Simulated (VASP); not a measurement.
# ScSi4O (P-43m) in VASP: notebook, part 3 of 3

VASP 6.6.1. Earlier steps stand in the parts before.

### 5 Single point, PBE

This run uses another cell than the first one, of 21.32 Å³/atom.

INCAR reads:

```
PREC     = Accurate       # precision mode
ENCUT    = 520            # plane-wave cutoff, eV
EDIFF    = 1E-6           # SCF threshold, eV
ISMEAR   = 0              # smearing method
SIGMA    = 0.1            # smearing width, eV
LREAL    = F              # projectors in reciprocal space
LASPH    = T              # aspherical terms in the spheres
NELM     = 100            # most SCF steps
ALGO     = Normal         # electronic algorithm
ISIF     = 2              # what is computed and relaxed
LWAVE    = F              # write WAVECAR
LCHARG   = T              # write CHGCAR
GGA      = PE             # functional
LELF     = T              # ELF
LVHAR    = T            
NBANDS   = 26             # bands
```

KPOINTS reads:

```
Automatic mesh
0
Gamma
  8 8 8
```

POSCAR reads:

```
ScSi4O
1.0
    5.0388277485      0.0000000000      0.0000000000
    0.0000000000      5.0388277485      0.0000000000
    0.0000000000      0.0000000000      5.0388277485
Sc Si O
1 4 1
Direct
    0.0000000000      0.0000000000      0.0000000000
    0.2847297920      0.2847297920      0.2847297920
    0.2847297920      0.7152702080      0.7152702080
    0.7152702080      0.7152702080      0.2847297920
    0.7152702080      0.2847297920      0.7152702080
    0.5000000000      0.5000000000      0.5000000000
```

On the command line:

```
cat potpaw_PBE.64/Sc_sv/POTCAR potpaw_PBE.64/Si/POTCAR potpaw_PBE.64/O/POTCAR > POTCAR
mpirun -np 1 vasp_std > vasp.out
```

It took 2.8 min on 1 thread of Intel Xeon 8259CL, shared host; peak memory 0.3 GiB.

The run converged. Its results:

| Quantity | Value |
| --- | --- |
| Free energy | -28.9842 eV |
| Pressure | 0.0 GPa |
| Largest force | 0.010 eV/Å |
| Band gap on the k mesh | zero (an odd number of electrons rules out a gap without spin polarisation) |

Forces on the atoms (eV/Å):
```
Sc   0.000  0.000  0.000
Si   0.006  0.006  0.006
Si   0.006 -0.006 -0.006
Si  -0.006 -0.006  0.006
Si  -0.006  0.006 -0.006
O    0.000  0.000  0.000
```

Levels at points of the mesh, in eV from the Fermi level:
```
           k point  band 13  band 14  band 15  band 16  band 17  band 18  band 19  band 20
(0.00, 0.00, 0.00)    -3.46    -3.46    -0.20     0.90     0.90     0.90     1.06     1.06
(0.50, 0.00, 0.00)    -2.44    -1.87    -0.98    -0.87    -0.23    -0.23     0.16     1.77
(0.50, 0.50, 0.00)    -2.12    -2.12    -1.09    -0.67     0.25     0.43     0.43     0.90
(0.50, 0.50, 0.50)    -2.95    -2.95    -2.95    -1.37     0.83     0.83     1.57     1.57
```

Caveat: an odd number of electrons without spin polarisation forces a metal; a magnetic or distorted state may lie lower.

### 6 Relaxation of cell and atoms, PBE

This run uses another cell than the first one, of 21.32 Å³/atom.

INCAR reads:

```
SYSTEM = ScSi4O
ALGO     = Normal         ! electronic algorithm
EDIFF    = 1E-7           ! SCF threshold, eV
EDIFFG   = -0.01          ! ionic threshold
ENCUT    = 600            ! plane-wave cutoff, eV
GGA      = PE             ! functional
IBRION   = 2              ! ionic algorithm
ISIF     = 3              ! what is computed and relaxed
ISMEAR   = 0              ! smearing method
LASPH    = .True.         ! aspherical terms in the spheres
LCHARG   = .False.        ! write CHGCAR
LREAL    = .False.        ! projectors in reciprocal space
LWAVE    = .False.        ! write WAVECAR
NELM     = 80             ! most SCF steps
NSW      = 100            ! ionic steps
PREC     = Accurate       ! precision mode
SIGMA    = 0.1            ! smearing width, eV
```

KPOINTS reads:

```
k-points
0
Gamma
  8 8 8
  0 0 0
```

POSCAR is that of step 5.

Potentials or basis: VASP PAW PBE potentials, release 64 (Sc_sv, Si, O).

On the command line:

```
cat potpaw_PBE.64/Sc_sv/POTCAR potpaw_PBE.64/Si/POTCAR potpaw_PBE.64/O/POTCAR > POTCAR
mpirun -np 1 vasp_std > vasp.out
```

Wall time 3.8 min (1 thread of Intel Xeon 8259CL, shared host); peak memory 0.33 GiB.

It converged, with:

- Free energy: -28.9877 eV
- Relaxed volume: 21.33 Å³/atom
- Relaxed cell: a = 5.039 Å, b = 5.039 Å, c = 5.039 Å, α = 90.00°, β = 90.00°, γ = 90.00°
- Space group after relaxing (to 0.1 Å): P-43m (No. 215)
- Energy gained by relaxing: 0.0 meV/atom
- Ionic steps: 2
- Pressure after relaxing: 0.0 GPa
- Band gap on the k mesh: zero (an odd number of electrons rules out a gap without spin polarisation)

Final structure:
```yaml
crystal:
  lattice:
    - [5.03923, 0.00000, 0.00000]
    - [0.00000, 5.03923, 0.00000]
    - [0.00000, 0.00000, 5.03923]
  atoms:
    - { symbol: Sc, position: [0.00000, 0.00000, 0.00000] }
    - { symbol: Si, position: [0.28479, 0.28479, 0.28479] }
    - { symbol: Si, position: [0.28479, 0.71521, 0.71521] }
    - { symbol: Si, position: [0.71521, 0.71521, 0.28479] }
    - { symbol: Si, position: [0.71521, 0.28479, 0.71521] }
    - { symbol: O, position: [0.50000, 0.50000, 0.50000] }
```

Levels at points of the mesh, in eV from the Fermi level:
```
           k point  band 12  band 13  band 14  band 15  band 16  band 17  band 18  band 19  band 20
(0.00, 0.00, 0.00)    -4.54    -3.46    -3.46    -0.20     0.90     0.90     0.90     1.06     1.06
(0.50, 0.00, 0.00)    -4.68    -2.44    -1.87    -0.98    -0.87    -0.23    -0.23     0.16     1.77
(0.50, 0.50, 0.00)    -5.49    -2.12    -2.12    -1.09    -0.67     0.25     0.43     0.43     0.90
(0.50, 0.50, 0.50)    -5.62    -2.95    -2.95    -2.95    -1.37     0.83     0.83     1.57     1.57
```

Caveat: an odd number of electrons without spin polarisation forces a metal; a magnetic or distorted state may lie lower.

### 7 The runs side by side

```csv
task,cell,k mesh,cutoff (eV),gap on the mesh (eV),pressure (GPa),relaxed volume (Å³/atom),largest force (eV/Å)
single point,"a = 4.213 Å, 6 atoms, atomic positions A",4 × 4 × 4,520,none,304.3,-,99.71
single point,"a = 5.039 Å, 6 atoms, atomic positions B",4 × 4 × 4,520,none,0.1,-,0.01
relaxation of cell and atoms,"relaxed from a = 4.213 Å, 6 atoms, atomic positions A",4 × 4 × 4,600,none,0.2,21.12,0.04
single point,"a = 5.039 Å, 6 atoms, atomic positions B",8 × 8 × 8,520,none,0.0,-,0.01
relaxation of cell and atoms,"relaxed from a = 5.039 Å, 6 atoms, atomic positions B",8 × 8 × 8,600,none,0.0,21.33,-
```

Alike in all rows: level PBE; potentials or basis VASP PAW PBE potentials, release 64 (Sc_sv, Si, O); no spin polarisation; smearing gaussian 0.1 eV.

Caveats: some runs use coarse meshes; an odd number of electrons without spin polarisation forces a metal; a magnetic or distorted state may lie lower; atoms lie so close that the PAW spheres overlap strongly, which falsifies energies and pressures (at least some runs); the volume moved by over 15 % at a fixed basis, so the end points are rough (at least some runs).

Absolute energies hang on the potentials; compare differences alone.
